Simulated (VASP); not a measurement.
Input of a VASP 6.6.1 run:

Contents of INCAR:

```
PREC = Accurate ; ENCUT = 600
EDIFF = 1E-6 ; ISMEAR = 1
SIGMA = 0.025 ; LREAL = F
LASPH = T ; NELM = 200
ALGO = Normal ; ISIF = 2
LWAVE = F ; LCHARG = F
ISPIN = 2 ; MAGMOM = 3.5 -2.5
LORBIT = 11 ; LMAXMIX = 4
GGA = PE ; NBANDS = 20
GGA_COMPAT = F
```

Contents of KPOINTS:

```
Automatic mesh
0
Gamma
  8 8 8
```

Contents of POSCAR:

```
FeCo
1.0
    2.8570000000      0.0000000000      0.0000000000
    0.0000000000      2.8570000000      0.0000000000
    0.0000000000      0.0000000000      2.8570000000
Fe Co
1 1
Direct
    0.5000000000      0.5000000000      0.5000000000
    0.0000000000      0.0000000000      0.0000000000
```

Potentials or basis: VASP PAW PBE potentials, release 64 (Fe, Co).

Launch:

```console
$ cat potpaw_PBE.64/Fe/POTCAR potpaw_PBE.64/Co/POTCAR > POTCAR
$ mpirun -np 1 vasp_std > vasp.out
```

(1) Estimate the site moments.

(2) What does it give for the pressure?

(3) Estimate the net moment.

## Answers

(1) Fe +1.05; Co -1.31 μB.

(2) -14.2 GPa.

(3) -0.26 μB per cell.

Caveat: the cell stands under tension.
